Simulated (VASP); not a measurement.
# Fe (P-1) in VASP: relaxation of the atoms with PBE+U

Aim: the relaxation of the atoms of Fe with PBE+U.

Program: VASP 6.6.1. These are calculated values, not measurements. Logs are shortened: lines on timing, memory, paths and dates and some standing lists are left out, and cuts for length are marked.

## Step 1: The cell of the first run

The typed cell holds 1 atom: a = 2.490 Å, b = 2.492 Å, c = 2.507 Å, α = 109.71°, β = 110.14°, γ = 108.25°.

## Step 2: Relaxation of the atoms, PBE+U, collinear spin, ferromagnetic start (the cell strained at random)

Input file INCAR:

```
SYSTEM = Fe
ALGO     = Normal         ! electronic algorithm
EDIFF    = 1E-6           ! SCF threshold, eV
EDIFFG   = -0.02          ! ionic threshold
ENCUT    = 520            ! plane-wave cutoff, eV
GGA      = PE             ! functional
IBRION   = 2              ! ionic algorithm
ISIF     = 2              ! what is computed and relaxed
ISMEAR   = 1              ! smearing method
ISPIN    = 2              ! spin polarisation
KPAR     = 4            
LASPH    = .TRUE.         ! aspherical terms in the spheres
LCHARG   = .FALSE.        ! write CHGCAR
LDAU     = .TRUE.         ! DFT+U
LDAUJ    = 0            
LDAUL    = 2              ! shell
LDAUPRINT= 1            
LDAUTYPE = 2            
LDAUU    = 6.2            ! U, eV
LMAXMIX  = 4              ! l up to which the mixer works
LORBIT   = 11             ! projections on sites
LREAL    = .FALSE.        ! projectors in reciprocal space
LWAVE    = .FALSE.        ! write WAVECAR
MAGMOM   = -1.17          ! initial moments
NELM     = 150            ! most SCF steps
NSW      = 80             ! ionic steps
PREC     = Accurate       ! precision mode
SIGMA    = 0.2            ! smearing width, eV
```

Input file KPOINTS:

```
k-points
0
G
  13 13 13
  0 0 0
```

Input file POSCAR:

```
Fe
1.0
    2.4900254000      0.0000000000      0.0000000000
   -0.7801380910      2.3663768432      0.0000000000
   -0.8632580853     -1.1747585387      2.0397237108
Fe
1
Direct
    0.5000000000      0.0000000000      0.0000000000
```

Potentials or basis: VASP PAW PBE potentials, release 64 (Fe).

Started as:

```console
$ cat potpaw_PBE.64/Fe/POTCAR > POTCAR
$ mpirun -np 4 vasp_std > vasp.out
```

OUTCAR:

```text
SYSTEM = Fe
   EDIFF = 1E-6
   EDIFFG = -0.02
   ENCUT = 520
   GGA = PE
   IBRION = 2
   ISIF = 2
   ISMEAR = 1
   ISPIN = 2
   LASPH = .TRUE.
   LORBIT = 11
   LREAL = .FALSE.
   NELM = 150
   NSW = 80
   PREC = Accurate

 ion  position               nearest neighbor table
   1  0.500  0.000  0.000-

  LATTYP: Found a triclinic cell.
 ALAT       =     4.8206852342
 B/A-ratio  =     0.6056183629
 C/A-ratio  =     0.5935414176
 COS(alpha) =     0.0001996034
 COS(beta)  =     0.2937915948
 COS(gamma) =     0.9081387733

  Lattice vectors:

 A1 = (   4.1999127090,   2.3663768432,   0.0000000000)
 A2 = (   1.7098873090,   2.3663768432,   0.0000000000)
 A3 = (   1.6267673147,  -1.1747585387,   2.0397237108)

Analysis of symmetry for initial positions (statically):
=====================================================================
 Subroutine PRICEL returns:
 Original cell was already a primitive cell.

 Routine SETGRP: Setting up the symmetry group for a
 triclinic supercell.

 Subroutine GETGRP returns: Found  2 space group operations
 (whereof  2 operations were pure point group operations)
 out of a pool of  2 trial point group operations.

The static configuration has the point symmetry S_2 .

Analysis of symmetry for dynamics (positions and initial velocities):
=====================================================================
 Subroutine PRICEL returns:
 Original cell was already a primitive cell.

 Routine SETGRP: Setting up the symmetry group for a
 triclinic supercell.

 Subroutine GETGRP returns: Found  2 space group operations
 (whereof  2 operations were pure point group operations)
 out of a pool of  2 trial point group operations.

The dynamic configuration has the point symmetry S_2 .

Analysis of structural, dynamic, and magnetic symmetry:
=====================================================================
 Subroutine PRICEL returns:
 Original cell was already a primitive cell.

 Routine SETGRP: Setting up the symmetry group for a
 triclinic supercell.

 Subroutine GETGRP returns: Found  2 space group operations
 (whereof  2 operations were pure point group operations)
 out of a pool of  2 trial point group operations.

The overall configuration has the point symmetry S_2 .

 Subroutine INISYM returns: Found  2 space group operations
 (whereof  2 operations are pure point group operations),
 and found     1 'primitive' translations

----------------------------------------------------------------------------------------

                                     Primitive cell

  volume of cell :      12.0187

  direct lattice vectors                    reciprocal lattice vectors
     2.490025400  0.000000000  0.000000000     0.401602329  0.132398724  0.246221087
    -0.780138091  2.366376843  0.000000000     0.000000000  0.422586962  0.243384748
    -0.863258085 -1.174758539  2.039723711     0.000000000  0.000000000  0.490262478

  length of vectors
     2.490025400  2.491657040  2.507138800     0.489324715  0.487663691  0.490262478

  position of ions in fractional coordinates (direct lattice)
     0.500000000  0.000000000  0.000000000

  ion indices of the primitive-cell ions
   primitive index   ion index
                 1           1

----------------------------------------------------------------------------------------

 KPOINTS: k-points

Automatic generation of k-mesh.
 Grid dimensions read from file:
 generate k-points for:   13   13   13

 Generating k-lattice:

  Cartesian coordinates                     Fractional coordinates (reciprocal lattice)
     0.030892487  0.010184517  0.018940084     0.076923077 -0.000000000  0.000000000
     0.000000000  0.032506689  0.018721904     0.000000000  0.076923077  0.000000000
     0.000000000  0.000000000  0.037712498     0.000000000  0.000000000  0.076923077

  Length of vectors
     0.037640363  0.037512592  0.037712498

  Shift w.r.t. Gamma in fractional coordinates (k-lattice)
     0.000000000  0.000000000  0.000000000

 Subroutine IBZKPT returns following result:
 ===========================================

 Found   1099 irreducible k-points:

 Following reciprocal coordinates:
            Coordinates               Weight
  0.000000  0.000000  0.000000      1.000000
  0.076923  0.000000  0.000000      2.000000
  0.153846  0.000000  0.000000      2.000000
  0.230769  0.000000 -0.000000      2.000000
  0.307692  0.000000  0.000000      2.000000
  0.384615  0.000000  0.000000      2.000000
[... 16 lines left out ...]
  0.153846  0.153846  0.000000      2.000000
  0.230769  0.153846  0.000000      2.000000
 [... further k-points ...]
   k-points           NKPTS =   1099   k-points in BZ     NKDIM =   1099   number of bands    NBANDS=      9
   number of dos      NEDOS =    301   number of ions     NIONS =      1
   total plane-waves  NPLWV =   8000
   dimension x,y,z NGX =    20 NGY =   20 NGZ =   20
   dimension x,y,z NGXF=    40 NGYF=   40 NGZF=   40
   ions per type =               1
   NGX,Y,Z   is equivalent  to a cutoff of  13.35, 13.34, 13.26 a.u.
   NGXF,Y,Z  is equivalent  to a cutoff of  26.71, 26.69, 26.52 a.u.
 SYSTEM =  Fe
   PREC   = accura    normal or accurate (medium, high low for compatibility)
   ISTART =      0    job   : 0-new  1-cont  2-samecut
   ICHARG =      2    charge: 1-file 2-atom 10-const
   ISPIN  =      2    spin polarized calculation?
   LNONCOLLINEAR =      F non collinear calculations
   LSORBIT =      F    spin-orbit coupling
   LASPH  =      T    aspherical Exc in radial PAW
   ENCUT  =  520.0 eV  38.22 Ry    6.18 a.u.   4.63  4.63  4.66*2*pi/ulx,y,z
   NELM   =    150;   NELMIN=  2; NELMDL= -5     # of ELM steps
   EDIFF  = 0.1E-05   stopping-criterion for ELM
   LREAL  =      F    real-space projection
   EDIFFG = -.2E-01   stopping-criterion for IOM
   NSW    =     80    number of steps for IOM
   IBRION =      2    ionic relax: 0-MD 1-quasi-New 2-CG
   NFREE  =      1    steps in history (QN), initial steepest desc. (CG)
   ISIF   =      2    stress and relaxation
   ISYM   =      2    0-nonsym 1-usesym 2-fastsym
   POTIM  = 0.5000    time-step for ionic-motion
   TEBEG  =    0.0;   TEEND  =   0.0 temperature during run
   PSTRESS=    0.0 pullay stress
   NELECT =       8.0000    total number of electrons
   NUPDOWN=      -1.0000    fix difference up-down
   EMIN   =  10.00;   EMAX   =-10.00  energy-range for DOS
   EFERMI =   0.00;   METHOD = LEGACY
   ISMEAR =     1;   SIGMA  =   0.20  broadening in eV -4-tet -1-fermi 0-gaus
   EFERMI_NEDOS =   21; number of points for ismear=-14 and -15
   IALGO  =     38    algorithm
   IMIX   =      4    mixing-type and parameters
     AMIX     =   0.40;   BMIX     =  1.00
     AMIX_MAG =   1.60;   BMIX_MAG =  1.00
  volume/ion in A,a.u.               =      12.02        81.11
  Fermi-wavevector in a.u.,A,eV,Ry     =   1.429394  2.701162 27.798960  2.043166
  Thomas-Fermi vector in A             =   2.549352
   LORBIT       =     11    0 simple, 1 ext, 2 COOP (PROOUT), +10 PAW based schemes
 LDA+U is selected, type is set to LDAUTYPE =  2
   angular momentum for each species LDAUL =     2
   U (eV)           for each species LDAUU =   6.2
   J (eV)           for each species LDAUJ =   0.0
   GGA     = PE    functional components
   LHFCALC =     F    Hartree Fock is set to
   AEXX    =    0.0000 exact exchange contribution
   IVDW    =     0    specifies the selected vdW correction
   LEPSILON=     F    determine dielectric tensor
   LRPA    =     F    only Hartree local field effects (RPA)
 conjugate gradient relaxation of ions
 spin polarized calculation
 Methfessel and Paxton  Order N= 1 SIGMA  =   0.20
  energy-cutoff  :      520.00
  volume of cell :       12.02
 maximum number of plane-waves:       336
   NGX =  9   NGY =  9   NGZ =  9

atom =   1  type =  1  l = 2

 onsite density matrix

spin component  1

  0.2403  0.0034  0.0992 -0.0009  0.0375
  0.0034  0.3029  0.0019  0.0955  0.0047
  0.0992  0.0019  0.3300 -0.0011 -0.0323
 -0.0009  0.0955 -0.0011  0.2409  0.0038
  0.0375  0.0047 -0.0323  0.0038  0.3400

spin component  2

  0.9540 -0.0001 -0.0026  0.0001 -0.0013
 -0.0001  0.9514  0.0000 -0.0023 -0.0000
 -0.0026  0.0000  0.9511 -0.0000  0.0008
  0.0001 -0.0023 -0.0000  0.9529 -0.0001
 -0.0013 -0.0000  0.0008 -0.0001  0.9505

 occupancies and eigenvectors

  o =  0.1626  v =  0.7989 -0.0796 -0.5226  0.1118 -0.2640  0.0000  0.0000  0.0000  0.0000  0.0000      0.0000  0.0000  0.0000  0.0000  0.0000  0.0000  0.0000  0.0000  0.0000  0.0000
  o =  0.1716  v =  0.1026  0.5825 -0.0844 -0.8011 -0.0373  0.0000  0.0000  0.0000  0.0000  0.0000      0.0000  0.0000  0.0000  0.0000  0.0000  0.0000  0.0000  0.0000  0.0000  0.0000
  o =  0.3506  v =  0.2975 -0.2265 -0.0074 -0.1683  0.9120  0.0000  0.0000  0.0000  0.0000  0.0000      0.0000  0.0000  0.0000  0.0000  0.0000  0.0000  0.0000  0.0000  0.0000  0.0000
  o =  0.3741  v =  0.0642  0.7754 -0.0385  0.5633  0.2753  0.0000  0.0000  0.0000  0.0000  0.0000      0.0000  0.0000  0.0000  0.0000  0.0000  0.0000  0.0000  0.0000  0.0000  0.0000
  o =  0.3951  v = -0.5084 -0.0421 -0.8475 -0.0133  0.1461  0.0000  0.0000  0.0000  0.0000  0.0000      0.0000  0.0000  0.0000  0.0000  0.0000  0.0000  0.0000  0.0000  0.0000  0.0000
  o =  0.9496  v =  0.0000  0.0000  0.0000  0.0000  0.0000 -0.4745 -0.0984 -0.8657 -0.0593  0.1110      0.0000  0.0000  0.0000  0.0000  0.0000  0.0000  0.0000  0.0000  0.0000  0.0000
  o =  0.9497  v =  0.0000  0.0000  0.0000  0.0000  0.0000  0.0025 -0.7937  0.1063 -0.5740 -0.1711      0.0000  0.0000  0.0000  0.0000  0.0000  0.0000  0.0000  0.0000  0.0000  0.0000
  o =  0.9501  v =  0.0000  0.0000  0.0000  0.0000  0.0000  0.2968 -0.1348 -0.0202 -0.0964  0.9402      0.0000  0.0000  0.0000  0.0000  0.0000  0.0000  0.0000  0.0000  0.0000  0.0000
  o =  0.9546  v =  0.0000  0.0000  0.0000  0.0000  0.0000  0.1107  0.5789 -0.0761 -0.8034 -0.0360      0.0000  0.0000  0.0000  0.0000  0.0000  0.0000  0.0000  0.0000  0.0000  0.0000
  o =  0.9560  v =  0.0000  0.0000  0.0000  0.0000  0.0000 -0.8213  0.0838  0.4829 -0.1106  0.2703      0.0000  0.0000  0.0000  0.0000  0.0000  0.0000  0.0000  0.0000  0.0000  0.0000

 number of electron       7.9999995 magnetization      -2.9737432

 Free energy of the ion-electron system (eV)
  ---------------------------------------------------
  ext. energy  EPLUGINS =         0.00000000
  ---------------------------------------------------
  free energy    TOTEN  =        -3.81546361 eV

  energy without entropy =       -3.81531102  energy(sigma->0) =       -3.81541275

 E-fermi :   5.8409     XC(G=0): -12.7467

 val. band max:        5.8402439642   @ k =   0.3077  -0.0769   0.2308
 cond. band min:       5.8411350315   @ k =  -0.3077  -0.0769   0.0769
 fundamental gap:      0.0008910673
 Fermi energy:         5.8409266045

 spin component 1

 k-point     1 :       0.0000    0.0000    0.0000
  band No.  band energies     occupation
      1      -2.7409      1.00000
      2       6.2438     -0.00763
      3       6.3088     -0.00230
      4       6.3698     -0.00059
      5       9.3677     -0.00000
      6       9.5120     -0.00000
      7      29.0163      0.00000
      8      29.2333      0.00000
      9      29.5438      0.00000
[... 557 lines left out ...]
 k-point    24 :       0.2308    0.1538    0.0000
  band No.  band energies     occupation
      1      -0.9887      1.00000
      2      -0.5548      1.00000
      3       0.3867      1.00000
      4       0.9186      1.00000
      5       1.2968      1.00000
      6       3.2283      1.00000
      7      16.9613      0.00000
      8      19.5286      0.00000
      9      24.6832      0.00000

 [... further k-points ...]

------------------------ aborting loop because EDIFF is reached ----------------------------------------

  FORCE on cell =-STRESS in cart. coord.  units (eV):
  Direction    XX          YY          ZZ          XY          YZ          ZX
  --------------------------------------------------------------------------------------
  -------------------------------------------------------------------------------------
  Total        1.3253124      1.2010195      1.1075201     -0.1515061     -0.0325273      0.0188231
  in kB      176.6728444    160.1037964    147.6397030    -20.1967544     -4.3360975      2.5092479
  external PRESSURE =     161.4721146 kB  Pullay stress =       0.0000000 kB

 VOLUME and BASIS-vectors are now :
 -----------------------------------------------------------------------------
  energy-cutoff  :      520.00
  volume of cell :       12.02
      direct lattice vectors                 reciprocal lattice vectors
     2.490025400  0.000000000  0.000000000     0.401602329  0.132398724  0.246221087
    -0.780138091  2.366376843  0.000000000     0.000000000  0.422586962  0.243384748
    -0.863258085 -1.174758539  2.039723711     0.000000000  0.000000000  0.490262478

 POSITION                                       TOTAL-FORCE (eV/Angst)
 -----------------------------------------------------------------------------------
      1.24501      0.00000      0.00000         0.000000     -0.000000      0.000000
 -----------------------------------------------------------------------------------
    total drift:                                0.000000      0.000000     -0.000000

  FREE ENERGIE OF THE ION-ELECTRON SYSTEM (eV)
  ---------------------------------------------------
  free  energy   TOTEN  =        -3.8154636129 eV

  energy  without entropy=       -3.8153110192  energy(sigma->0) =       -3.81541275

 reached required accuracy - stopping structural energy minimisation

 total charge

# of ion       s       p       d       tot
------------------------------------------
    1        0.485   0.536   6.188   7.210

 magnetization (x)

# of ion       s       p       d       tot
------------------------------------------
    1        0.028   0.140  -3.304  -3.136
```

Run time: 60 s. Hardware: 4 MPI ranks of Intel Xeon 6975P-C (Granite Rapids), shared host; peak memory 0.3 GiB.

Results:

```
Free energy                                           : -3.8155 eV
Pressure after relaxing                               : 16.1 GPa
Net moment                                            : -2.97 μB per cell
Site moments                                          : Fe -3.14 μB
Valence electrons inside the program's atomic spheres : Fe 7.21
```

Final structure:
```
Fe
1.0
     2.49003    0.00000    0.00000
    -0.78014    2.36638    0.00000
    -0.86326   -1.17476    2.03972
Fe
1
Direct
  0.50000 0.00000 0.00000
```

Eigenvalues of the final occupation matrices:
| site | spin | trace | eigenvalues |
| --- | --- | --- | --- |
| site 1 d | 1 | 1.45 | 0.16 0.17 0.35 0.37 0.40 |
| site 1 d | 2 | 4.76 | 0.95 0.95 0.95 0.95 0.96 |

Caveat: the cell differs from its parent crystal (the cell strained at random); the U is typed as a test and isn't derived for this compound.
